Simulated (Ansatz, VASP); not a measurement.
Ga2SeS2 in VASP and in Ansatz

The input INCAR:

```
PREC = Accurate
ENCUT = 600
EDIFF = 1E-6
ISMEAR = 0
SIGMA = 0.1
LREAL = False
LASPH = True
NELM = 80
ALGO = Normal
ISIF = 3
LWAVE = False
LCHARG = False
GGA = PE
IBRION = 2
NSW = 100
EDIFFG = -0.01
```

Contents of KPOINTS:

```
Automatic mesh
0
Gamma
  12 12 4
```

The input POSCAR:

```
Ga2SeS2
1.0
    3.6211163320      0.0000000000      0.0000000000
   -1.8105581660      3.1359787336      0.0000000000
    0.0000000000      0.0000000000      9.8265970726
Ga Se S
2 1 2
Direct
    0.3333333333      0.6666666667      0.1882438130
    0.6666666667      0.3333333333      0.8117561870
    0.0000000000      0.0000000000      0.0000000000
    0.3333333333      0.6666666667      0.6967673500
    0.6666666667      0.3333333333      0.3032326500
```

Input for Ansatz:

```yaml
crystal:
  lattice:
    - [3.621116332, 0.0, 0.0]
    - [-1.810558166, 3.1359787336, 0.0]
    - [0.0, 0.0, 9.8265970726]
  atoms:
    - { symbol: Ga, position: [0.3333333333, 0.6666666667, 0.188243813] }
    - { symbol: Ga, position: [0.6666666667, 0.3333333333, 0.811756187] }
    - { symbol: Se, position: [0.0, 0.0, 0.0] }
    - { symbol: S, position: [0.3333333333, 0.6666666667, 0.69676735] }
    - { symbol: S, position: [0.6666666667, 0.3333333333, 0.30323265] }
basis:
  ecutwfc: 420
kpoints:
  mp_grid: { grid: [12, 12, 4] }
hamiltonian:
  xc: pbe
scf:
  occupations: { method: gaussian, width: 0.1 }
output:
  forces: true
  stress: true
  eigenvalues: true
relax:
  adjacent_minimum: "off"
  f_tol: 0.01
  max_steps: 80
  cell: { stress_tol: 0.05 }
```

Change from the starting cell: species swapped into the CaZn2As2 type (P-3m1, No. 164).

Alike in both runs: task relaxation of cell and atoms; functional PBE; k mesh 12 × 12 × 4; occupations gaussian, width 0.1 eV; no spin polarisation.

|  | VASP | Ansatz |
| --- | --- | --- |
| version | VASP 6.6.1 | Ansatz 0.2.0 |
| potentials or method | VASP PAW PBE potentials, release 64 (Ga_d, Se, S), cutoff 600 eV | scalar-relativistic, plane waves, PAW |
| valence electrons in the cell | 44 | 54 |

```tsv
	VASP	Ansatz	Ansatz less VASP
gap on the k mesh at the Fermi level, each at its own relaxed structure (eV)	none	none	-
relaxed volume (Å³/atom)	22.28	23.16	+0.876
relaxed cell length with the largest relative difference (Å)	9.807	10.194	+0.3866
```

A gap of «none» marks a metal or a gap that the smearing closes. VASP's potentials hold 44 valence electrons a cell and Ansatz's 54, so a difference there can come from the potentials and not from the codes.
